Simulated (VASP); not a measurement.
# Al2Cu (P1) in VASP: single point with PBEsol

Aim: the single point of Al2Cu with PBEsol.

Everything below comes from runs of VASP 6.6.1. Logs are shortened: lines on timing, memory, paths and dates and some standing lists are left out, and cuts for length are marked.

### 1 The cell of the first run

The typed cell holds 9 atoms: a = 4.084 Å, b = 2.846 Å, c = 12.263 Å, α = 91.33°, β = 88.09°, γ = 90.00°.

### 2 Single point, PBEsol (the part above a cut slid along it)

Input file INCAR:

```
SYSTEM = Al2Cu
PREC     = Accurate       ! precision mode
ENCUT    = 520            ! plane-wave cutoff, eV
EDIFF    = 1E-6           ! SCF threshold, eV
ISMEAR   = 0              ! smearing method
SIGMA    = 0.15           ! smearing width, eV
LREAL    = .FALSE.        ! projectors in reciprocal space
LASPH    = .TRUE.         ! aspherical terms in the spheres
NELM     = 100            ! most SCF steps
ALGO     = Fast           ! electronic algorithm
ISIF     = 2              ! what is computed and relaxed
LWAVE    = .FALSE.        ! write WAVECAR
LCHARG   = .TRUE.         ! write CHGCAR
GGA      = PS             ! functional
LELF     = .TRUE.         ! ELF
LVHAR    = .TRUE.       
NBANDS   = 36             ! bands
```

Input file KPOINTS:

```
Automatic mesh
0
G
  11 16 4
  0 0 0
```

Input file POSCAR:

```
Al2Cu
1.0
    0.0000000000     -4.0841721958      0.0000000000
    0.0000000000      0.0000000000     -2.8463947559
   12.2525165873     -0.4084172196      0.2846394756
Al Cu
6 3
Direct
   -0.0083316667      0.5083316667      0.0833166667
   -0.0416650000      0.5416650000      0.4166500000
   -0.0749983333      0.5749983333      0.7499833333
    0.4083350000      0.5916650000      0.9166500000
    0.4750016667      0.5249983333      0.2499833333
    0.4416683333      0.5583316667      0.5833166667
    0.9750016667      0.0249983333      0.2499833333
    0.9416683333      0.0583316667      0.5833166667
    0.9083350000      0.0916650000      0.9166500000
```

Potentials or basis: VASP PAW PBE potentials, release 64 (Al, Cu).

Command:

```bash
cat potpaw_PBE.64/Al/POTCAR potpaw_PBE.64/Cu/POTCAR > POTCAR
mpirun -np 1 vasp_std > vasp.out
```

OUTCAR:

```text
SYSTEM = Al2Cu
   PREC = Accurate
   ENCUT = 520
   EDIFF = 1E-6
   ISMEAR = 0
   LREAL = .FALSE.
   LASPH = .TRUE.
   NELM = 100
   ISIF = 2
   GGA = PS

 ion  position               nearest neighbor table
   1  0.992  0.508  0.083-   9 2.37   7 2.49   7 2.49   4 2.63   9 2.69   5 2.89   5 2.89   4 3.20

   2  0.958  0.542  0.417-   7 2.49   8 2.49   7 2.49   8 2.49   5 2.89   6 2.89   5 2.89   6 2.89

   3  0.925  0.575  0.750-   8 2.49   8 2.49   9 2.49   9 2.49   6 2.89   6 2.89   4 2.89   4 2.89

   4  0.408  0.592  0.917-   9 2.49   9 2.49   9 2.49   9 2.49   1 2.63   3 2.89   3 2.89   1 3.20

   5  0.475  0.525  0.250-   7 2.49   7 2.49   7 2.49   7 2.49   1 2.89   1 2.89   2 2.89   2 2.89

   6  0.442  0.558  0.583-   8 2.49   8 2.49   8 2.49   8 2.49   3 2.89   3 2.89   2 2.89   2 2.89

   7  0.975  0.025  0.250-   1 2.49   1 2.49   5 2.49   5 2.49   5 2.49   5 2.49   2 2.49   2 2.49

   8  0.942  0.058  0.583-   3 2.49   3 2.49   6 2.49   6 2.49   6 2.49   6 2.49   2 2.49   2 2.49

   9  0.908  0.092  0.917-   1 2.37   4 2.49   4 2.49   4 2.49   4 2.49   3 2.49   3 2.49   1 2.69

  LATTYP: Found a triclinic cell.
 ALAT       =     7.0063053709
 B/A-ratio  =     0.4062618749
 C/A-ratio  =     1.8630784017
 COS(alpha) =     0.0218059463
 COS(beta)  =     0.2183458375
 COS(gamma) =     0.8125237497

  Lattice vectors:

 A1 = (   0.0000000000,   4.0841721958,  -5.6927895118)
 A2 = (   0.0000000000,   0.0000000000,  -2.8463947559)
 A3 = ( -12.2525165873,   4.4925894154,  -0.2846394756)

Analysis of symmetry for initial positions (statically):
=====================================================================
 Subroutine PRICEL returns:
 Original cell was already a primitive cell.

 Routine SETGRP: Setting up the symmetry group for a
 triclinic supercell.

 Subroutine GETGRP returns: Found  1 space group operations
 (whereof  1 operations were pure point group operations)
 out of a pool of  2 trial point group operations.

The static configuration has the point symmetry C_1 .

Analysis of symmetry for dynamics (positions and initial velocities):
=====================================================================
 Subroutine PRICEL returns:
 Original cell was already a primitive cell.

 Routine SETGRP: Setting up the symmetry group for a
 triclinic supercell.

 Subroutine GETGRP returns: Found  1 space group operations
 (whereof  1 operations were pure point group operations)
 out of a pool of  2 trial point group operations.

The dynamic configuration has the point symmetry C_1 .

 Subroutine INISYM returns: Found  1 space group operations
 (whereof  1 operations are pure point group operations),
 and found     1 'primitive' translations

----------------------------------------------------------------------------------------

                                     Primitive cell

  volume of cell :     142.4375

  direct lattice vectors                    reciprocal lattice vectors
     0.000000000 -4.084172196  0.000000000    -0.008161589 -0.244847659  0.000000000
     0.000000000  0.000000000 -2.846394756     0.008161589  0.000000000 -0.351321614
    12.252516587 -0.408417220  0.284639476     0.081615886  0.000000000  0.000000000

  length of vectors
     4.084172196  2.846394756 12.262625615     0.244983647  0.351416403  0.081615886

  position of ions in fractional coordinates (direct lattice)
     0.991668333  0.508331667  0.083316667
     0.958335000  0.541665000  0.416650000
     0.925001667  0.574998333  0.749983333
     0.408335000  0.591665000  0.916650000
     0.475001667  0.524998333  0.249983333
     0.441668333  0.558331667  0.583316667
     0.975001667  0.024998333  0.249983333
     0.941668333  0.058331667  0.583316667
     0.908335000  0.091665000  0.916650000

  ion indices of the primitive-cell ions
   primitive index   ion index
                 1           1
                 2           2
                 3           3
                 4           4
                 5           5
                 6           6
                 7           7
                 8           8
                 9           9

----------------------------------------------------------------------------------------

 KPOINTS: Automatic mesh

Automatic generation of k-mesh.
 Grid dimensions read from file:
 generate k-points for:   11   16    4

 Generating k-lattice:

  Cartesian coordinates                     Fractional coordinates (reciprocal lattice)
    -0.000741963 -0.022258878  0.000000000     0.090909091  0.000000000  0.000000000
     0.000510099  0.000000000 -0.021957601     0.000000000  0.062500000  0.000000000
     0.020403972  0.000000000  0.000000000     0.000000000  0.000000000  0.250000000

  Length of vectors
     0.022271241  0.021963525  0.020403972

  Shift w.r.t. Gamma in fractional coordinates (k-lattice)
     0.000000000  0.000000000  0.000000000

 Subroutine IBZKPT returns following result:
 ===========================================

 Found    354 irreducible k-points:

 Following reciprocal coordinates:
            Coordinates               Weight
  0.000000  0.000000  0.000000      1.000000
  0.090909  0.000000 -0.000000      2.000000
  0.181818  0.000000  0.000000      2.000000
  0.272727  0.000000 -0.000000      2.000000
  0.363636  0.000000  0.000000      2.000000
  0.454545  0.000000  0.000000      2.000000
[... 16 lines left out ...]
  0.454545  0.125000  0.000000      2.000000
 -0.454545  0.125000 -0.000000      2.000000
 [... further k-points ...]
   k-points           NKPTS =    354   k-points in BZ     NKDIM =    354   number of bands    NBANDS=     36
   number of dos      NEDOS =    301   number of ions     NIONS =      9
   total plane-waves  NPLWV =  69120
   dimension x,y,z NGX =    30 NGY =   24 NGZ =   96
   dimension x,y,z NGXF=    60 NGYF=   48 NGZF=  192
   ions per type =               6   3
   NGX,Y,Z   is equivalent  to a cutoff of  12.21, 14.02, 13.01 a.u.
   NGXF,Y,Z  is equivalent  to a cutoff of  24.42, 28.03, 26.03 a.u.
 SYSTEM =  Al2Cu
   PREC   = accura    normal or accurate (medium, high low for compatibility)
   ISTART =      0    job   : 0-new  1-cont  2-samecut
   ICHARG =      2    charge: 1-file 2-atom 10-const
   ISPIN  =      1    spin polarized calculation?
   LNONCOLLINEAR =      F non collinear calculations
   LSORBIT =      F    spin-orbit coupling
   LASPH  =      T    aspherical Exc in radial PAW
   ENCUT  =  520.0 eV  38.22 Ry    6.18 a.u.   7.59  5.29 22.80*2*pi/ulx,y,z
   NELM   =    100;   NELMIN=  2; NELMDL= -5     # of ELM steps
   EDIFF  = 0.1E-05   stopping-criterion for ELM
   LREAL  =      F    real-space projection
   EDIFFG = 0.1E-04   stopping-criterion for IOM
   NSW    =      0    number of steps for IOM
   IBRION =     -1    ionic relax: 0-MD 1-quasi-New 2-CG
   NFREE  =      0    steps in history (QN), initial steepest desc. (CG)
   ISIF   =      2    stress and relaxation
   ISYM   =      2    0-nonsym 1-usesym 2-fastsym
   POTIM  = 0.5000    time-step for ionic-motion
   TEBEG  =    0.0;   TEEND  =   0.0 temperature during run
   PSTRESS=    0.0 pullay stress
   NELECT =      51.0000    total number of electrons
   NUPDOWN=      -1.0000    fix difference up-down
   EMIN   =  10.00;   EMAX   =-10.00  energy-range for DOS
   EFERMI =   0.00;   METHOD = LEGACY
   ISMEAR =     0;   SIGMA  =   0.15  broadening in eV -4-tet -1-fermi 0-gaus
   EFERMI_NEDOS =   21; number of points for ismear=-14 and -15
   IALGO  =     68    algorithm
   IMIX   =      4    mixing-type and parameters
     AMIX     =   0.40;   BMIX     =  1.00
     AMIX_MAG =   1.60;   BMIX_MAG =  1.00
  volume/ion in A,a.u.               =      15.83       106.80
  Fermi-wavevector in a.u.,A,eV,Ry     =   1.162492  2.196792 18.386753  1.351388
  Thomas-Fermi vector in A             =   2.299053
   LORBIT       =      0    0 simple, 1 ext, 2 COOP (PROOUT), +10 PAW based schemes
   GGA     = PS    functional components
   LHFCALC =     F    Hartree Fock is set to
   AEXX    =    0.0000 exact exchange contribution
   IVDW    =     0    specifies the selected vdW correction
   LEPSILON=     F    determine dielectric tensor
   LRPA    =     F    only Hartree local field effects (RPA)
 non-spin polarized calculation
 RMM-DIIS sequential band-by-band and
 Gauss-broadening in eV      SIGMA  =   0.15
  energy-cutoff  :      520.00
  volume of cell :      142.44
 maximum number of plane-waves:      3858
   NGX = 15   NGY = 11   NGZ = 45

 number of electron      51.0000007 magnetization

 Free energy of the ion-electron system (eV)
  ---------------------------------------------------
  ext. energy  EPLUGINS =         0.00000000
  ---------------------------------------------------
  free energy    TOTEN  =       -37.54972922 eV

  energy without entropy =      -37.52112907  energy(sigma->0) =      -37.53542914

 E-fermi :   7.2958     XC(G=0): -10.5917

 val. band max:        7.2934518891   @ k =  -0.4545   0.4375  -0.0000
 cond. band min:       7.2959524785   @ k =   0.0000   0.3125   0.0000
 fundamental gap:      0.0025005894
 Fermi energy:         7.2957661537

 k-point     1 :       0.0000    0.0000    0.0000
  band No.  band energies     occupation
      1      -3.3799      2.00000
      2      -2.4845      2.00000
      3      -2.4739      2.00000
      4       0.5106      2.00000
      5       0.5379      2.00000
      6       1.7947      2.00000
[... 28 lines left out ...]
     35      13.0677      0.00000
     36      13.6794      0.00000

 k-point     2 :       0.0909    0.0000   -0.0000
  band No.  band energies     occupation
      1      -3.3096      2.00000
      2      -2.4240      2.00000
      3      -2.3923      2.00000
      4       0.5409      2.00000
      5       0.6107      2.00000
      6       1.7574      2.00000
[... 28 lines left out ...]
     35      12.9953      0.00000
     36      13.3465      0.00000

 k-point     3 :       0.1818    0.0000    0.0000
  band No.  band energies     occupation
      1      -3.1010      2.00000
      2      -2.2273      2.00000
      3      -2.1668      2.00000
      4       0.6548      2.00000
      5       0.7894      2.00000
      6       1.5654      2.00000
[... 28 lines left out ...]
     35      13.2041      0.00000
     36      13.5827      0.00000

 k-point     4 :       0.2727    0.0000   -0.0000
  band No.  band energies     occupation
      1      -2.7633      2.00000
      2      -1.8987      2.00000
      3      -1.8100      2.00000
      4       0.7913      2.00000
      5       0.9790      2.00000
      6       1.1344      2.00000
[... 28 lines left out ...]
     35      14.2390      0.00000
     36      14.9508      0.00000

 k-point     5 :       0.3636    0.0000    0.0000
  band No.  band energies     occupation
      1      -2.3247      2.00000
      2      -1.4609      2.00000
      3      -1.3497      2.00000
      4       0.2760      2.00000
      5       0.7659      2.00000
      6       1.0387      2.00000
[... 655 lines left out ...]
 k-point    22 :       0.3636    0.1250    0.0000
  band No.  band energies     occupation
      1      -2.0361      2.00000
      2      -1.1580      2.00000
      3      -1.0888      2.00000
      4       0.4857      2.00000
      5       0.9317      2.00000
      6       1.2154      2.00000
[... 28 lines left out ...]
     35      13.6294      0.00000
     36      14.6469      0.00000

 k-point    23 :       0.4545    0.1250    0.0000
  band No.  band energies     occupation
      1      -1.6074      2.00000
      2      -0.7105      2.00000
      3      -0.6453      2.00000
      4      -0.0883      2.00000
      5       0.5056      2.00000
      6       0.6606      2.00000
[... 28 lines left out ...]
     35      13.8762      0.00000
     36      14.5359      0.00000

 k-point    24 :      -0.4545    0.1250   -0.0000
  band No.  band energies     occupation
      1      -1.6068      2.00000
      2      -0.7474      2.00000
      3      -0.6067      2.00000
      4      -0.0893      2.00000
      5       0.5318      2.00000
      6       0.6317      2.00000
[... 28 lines left out ...]
     35      13.9411      0.00000
     36      14.6514      0.00000

 [... further k-points ...]

------------------------ aborting loop because EDIFF is reached ----------------------------------------

  FORCE on cell =-STRESS in cart. coord.  units (eV):
  Direction    XX          YY          ZZ          XY          YZ          ZX
  --------------------------------------------------------------------------------------
  -------------------------------------------------------------------------------------
  Total        1.4024798      0.8419789     -0.1132995      1.1035869      0.1533229     -0.9053204
  in kB       15.7754847      9.4708145     -1.2744245     12.4134542      1.7246184    -10.1832970
  external PRESSURE =       7.9906249 kB  Pullay stress =       0.0000000 kB

 VOLUME and BASIS-vectors are now :
 -----------------------------------------------------------------------------
  energy-cutoff  :      520.00
  volume of cell :      142.44
      direct lattice vectors                 reciprocal lattice vectors
     0.000000000 -4.084172196  0.000000000    -0.008161589 -0.244847659  0.000000000
     0.000000000  0.000000000 -2.846394756     0.008161589  0.000000000 -0.351321614
    12.252516587 -0.408417220  0.284639476     0.081615886  0.000000000  0.000000000

 POSITION                                       TOTAL-FORCE (eV/Angst)
 -----------------------------------------------------------------------------------
      1.02084     -4.08417     -1.42320         0.439395      0.414691     -0.319305
      5.10501     -4.08417     -1.42320         0.004603     -0.000915     -0.002799
      9.18918     -4.08417     -1.42320         0.025130     -0.028465      0.008542
     11.23127     -2.04209     -1.42320        -0.292038     -0.522626      0.005011
      3.06292     -2.04209     -1.42320         0.030563      0.037214     -0.030354
      7.14710     -2.04209     -1.42320        -0.013422      0.007668      0.000912
      3.06292     -4.08417      0.00000        -0.026330      0.036938     -0.003052
      7.14710     -4.08417     -0.00000         0.007216     -0.006668      0.003202
     11.23127     -4.08417      0.00000        -0.175116      0.062163      0.337842
 -----------------------------------------------------------------------------------
    total drift:                                0.000128      0.000176     -0.000366

  FREE ENERGIE OF THE ION-ELECTRON SYSTEM (eV)
  ---------------------------------------------------
  free  energy   TOTEN  =       -37.5497292178 eV

  energy  without entropy=      -37.5211290655  energy(sigma->0) =      -37.53542914
```

Wall time 55 min (1 thread of Oxide Virtual Turin-like, shared host); peak memory 1.2 GiB.

Results:

```yaml
Free_energy: -37.5497 eV
Pressure: 0.8 GPa
Largest_force: 0.683 eV/Å
Band_gap_on_the_k_mesh: zero (an odd number of electrons rules out a gap without spin polarisation)
```

Forces in eV/Å, atoms in the order of the input:
```
Al   0.439  0.415 -0.319
Al   0.005 -0.001 -0.003
Al   0.025 -0.028  0.009
Al  -0.292 -0.523  0.005
Al   0.031  0.037 -0.030
Al  -0.013  0.008  0.001
Cu  -0.026  0.037 -0.003
Cu   0.007 -0.007  0.003
Cu  -0.175  0.062  0.338
```

Caveat: the cell differs from its parent crystal (the part above a cut slid along it); the PAW data sets were made with another functional, which shifts forces and pressure a little.
